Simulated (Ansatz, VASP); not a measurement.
**Two plane-wave programs on SnTe**

```
Sn Te
1.0
     0.00000    3.14402    3.14402
     3.14402    0.00000    3.14402
     3.14402    3.14402    0.00000
Sn Te
1 1
Direct
  0.00000 0.00000 0.00000
  0.50000 0.50000 0.50000
```

Alike in both runs: functional PBEsol; k mesh 10 × 10 × 10; occupations gaussian, width 0.01 eV; no spin polarisation.

Ansatz relaxed the structure, and its values are those at the end. VASP's run is a single point on that final structure, the one shown.

|  | VASP | Ansatz |
| --- | --- | --- |
| version | VASP 6.6.1 | Ansatz 0.2.0 |
| potentials or method | VASP PAW PBE potentials, release 64 (Sn_d, Te), cutoff 520 eV | scalar-relativistic, plane waves, PAW |
| valence electrons in the cell | 20 | 30 |

```csv
,VASP,Ansatz,Ansatz less VASP
gap on the k mesh at the Fermi level (eV),0.16,0.16,-0.001
least direct gap on the mesh (eV),0.16,0.16,-0.001
pressure (GPa),0.0,0.0,+0.02
```

VASP's potentials were made for PBE, not for PBEsol. VASP's potentials hold 20 valence electrons a cell and Ansatz's 30, so a difference there can come from the potentials and not from the codes.

Neither program's run includes spin-orbit coupling.
